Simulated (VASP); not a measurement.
# HfO2: single point with PBE

HfO2:

```
CELL_PARAMETERS angstrom
0.15847 2.58648 2.58648
2.58648 0.15847 2.58648
2.58648 2.58648 0.15847
ATOMIC_POSITIONS crystal
Hf 0.00000 0.00000 0.00000
O 0.24647 0.24647 0.24647
O 0.75353 0.75353 0.75353
```

This cell differs from its parent crystal: epitaxial 111 strain -4.0%.

```json
{"Program": "VASP 6.6.1", "Task": "single point", "Functional": "PBE", "Potentials or basis": "VASP PAW PBE potentials, release 64 (Hf_pv, O)", "Cutoff": "520 eV", "k mesh": "6 × 6 × 6", "Occupations": "gaussian, width 0.01 eV", "Spin": "no spin polarisation"}
```

```yaml
Pressure: 11.4 GPa
Largest_force: 0.022 eV/Å
Band_gap_on_the_k_mesh: 3.94 eV
```

Forces on the atoms (eV/Å):
```
Hf   0.000  0.000  0.000
O   -0.013 -0.013 -0.013
O    0.013  0.013  0.013
```

Stress tensor (GPa, compression positive):
```
11.39 -4.53 -4.53
-4.53 11.39 -4.53
-4.53 -4.53 11.39
```

Levels at points of the mesh, in eV from the valence-band top:
| k point | band 8 | band 9 | band 10 | band 11 | band 12 | band 13 | band 14 | band 15 |
| --- | --- | --- | --- | --- | --- | --- | --- | --- |
| (0.00, 0.00, 0.00) | -5.41 | -0.67 | -0.67 | -0.45 | 4.02 | 4.02 | 6.16 | 10.39 |
| (0.50, 0.00, 0.00) | -3.23 | -2.82 | -2.00 | -1.59 | 4.58 | 5.25 | 7.63 | 9.28 |
| (0.50, 0.50, 0.00) | -3.28 | -1.93 | -1.25 | 0.00 | 3.94 | 5.83 | 6.56 | 8.54 |
| (0.50, 0.50, 0.50) | -2.88 | -2.85 | -1.85 | -1.85 | 4.63 | 4.63 | 6.33 | 9.18 |

Run time: 8.6 s on 1 thread of Intel(R) Xeon(R) 6975P-C (Granite Rapids), with other jobs on the host, peak memory 0.16 GiB.

Caveat: the cell differs from its parent crystal (epitaxial 111 strain -4.0%); the cell stands under pressure; spin-orbit coupling is left out, which moves the levels of the heavy elements. A k mesh can miss the band edges.
